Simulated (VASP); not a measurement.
Runs of VASP 6.6.1 on LiH. The structure is that of space group Fm-3m (No. 225), or close to it. The cells are those of the table. 

| cell | gap on the mesh (eV) | pressure (GPa) |
| --- | --- | --- |
| a = 2.918, b = 2.874 Å, angles 60.5, 59.0, 60.5°, 2 atoms | 2.71 | (b) |
| a = 2.932, b = 2.874 Å, angles 60.7, 58.7, 60.7°, 2 atoms | 2.62 | -2.7 |
| a = 2.860, b = 2.874 Å, angles 59.8, 60.3, 59.8°, 2 atoms | 2.91 | (a) |
| a = 2.832, b = 2.874 Å, angles 59.5, 61.0, 59.5°, 2 atoms | 2.70 | -0.6 |
| a = 2.817, b = 2.874 Å, angles 59.3, 61.3, 59.3°, 2 atoms | 2.60 | -0.2 |
| a = 2.903, b = 2.874 Å, angles 60.3, 59.3, 60.3°, 2 atoms | 2.81 | -2.2 |
| a = 2.846, b = 2.874 Å, angles 59.7, 60.7, 59.7°, 2 atoms | 2.81 | -1.0 |
| a = 2.889, b = 2.874 Å, angles 60.2, 59.7, 60.2°, 2 atoms | 2.91 | -1.9 |
| a = 2.925, b = 2.874 Å, angles 60.6, 58.9, 60.6°, 2 atoms | 2.67 | -2.6 |

Alike in all rows: task single point; level PBE; potentials or basis VASP PAW PBE potentials, release 64 (Li_sv, H); no spin polarisation; k mesh 10 × 10 × 10; cutoff (eV) 750; smearing gaussian 0.05 eV.

Fill in the values left out.

(a) -1.3; (b) -2.5.

A k mesh can miss the band edges.
